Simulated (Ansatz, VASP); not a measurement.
Pd in VASP and in Ansatz

```
Pd
1.0
     0.00000    1.97109    1.97109
     1.97109    0.00000    1.97109
     1.97109    1.97109    0.00000
Pd
1
Direct
  0.00000 0.00000 0.00000
```

Alike in both runs: functional PBE; k mesh 18 × 18 × 18; occupations gaussian, width 0.1 eV; no spin polarisation.

Ansatz relaxed the structure, and its values are those at the end. VASP's run is a single point on that final structure, the one shown.

|  | VASP | Ansatz |
| --- | --- | --- |
| version | VASP 6.6.1 | Ansatz 0.2.0 |
| potentials or method | VASP PAW PBE potentials, release 64 (Pd), cutoff 520 eV | scalar-relativistic, plane waves, PAW |
| valence electrons in the cell | 10 | 18 |

VASP gave:

```
gap on the k mesh at the Fermi level (eV) : none
pressure (GPa)                            : -0.2
```

Problem. Estimate Ansatz's values.

Solution. gap on the k mesh at the Fermi level (eV): none; pressure (GPa): 0.0.

A gap of «none» marks a metal or a gap that the smearing closes. With one functional, cell and mesh, what is left measures potentials, basis and numerics. VASP's potentials hold 10 valence electrons a cell and Ansatz's 18, so a difference there can come from the potentials and not from the codes.
